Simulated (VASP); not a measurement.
Set up this calculation in VASP 6.6.1, as the native input.

```
Task                   : single point
Functional             : PBE
Potentials or basis    : VASP PAW PBE potentials, release 64 (W_sv, C)
Cutoff                 : 520 eV
k mesh                 : 12 × 6 × 29
Occupations            : gaussian, width 0.1 eV
Spin                   : no spin polarisation
Dipole correction      : no
Further INCAR settings : ALGO = Normal; EDIFF = 1e-06; NBANDS = 16; ISYM = 0
```

The structure of WC lies in POSCAR:

```
WC
1.0
    2.9217712147      0.0000000000      0.0000000000
   -1.4608856073      6.2310472058      0.0000000000
    0.0000000000     -2.6017608226      1.1561521846
W C
1 1
Direct
    0.0000000000      0.0000000000      0.0000000000
    0.3333333333      0.6666666667      0.8333333333
```

One way to write it, as run:

INCAR

```
  PREC = Accurate
  ENCUT = 520
  EDIFF = 1E-6
  ISMEAR = 0
  SIGMA = 0.1
  LREAL = F
  LASPH = T
  NELM = 100
  ALGO = Normal
  ISIF = 2
  LWAVE = F
  LCHARG = T
  GGA = PE
  LELF = T
  LVHAR = T
  ISYM = 0
  NBANDS = 16
```

KPOINTS

```
regular mesh
0
Gamma
  12 6 29
```

Potentials or basis: VASP PAW PBE potentials, release 64 (W_sv, C).

Run with:

```sh
$ cat potpaw_PBE.64/W_sv/POTCAR potpaw_PBE.64/C/POTCAR > POTCAR
$ mpirun -np 1 vasp_std > vasp.out
```

It gave:

```yaml
Pressure: 1.1 GPa
Band_gap_on_the_k_mesh: zero (bands 9 and 10 overlap by 1.15 eV)
```

Caveat: spin-orbit coupling is left out, which moves the levels of the heavy elements.

Wall time 3 min on 1 thread of Intel(R) Xeon(R) 6975P-C (Granite Rapids) (shared host), peak memory 0.46 GiB.
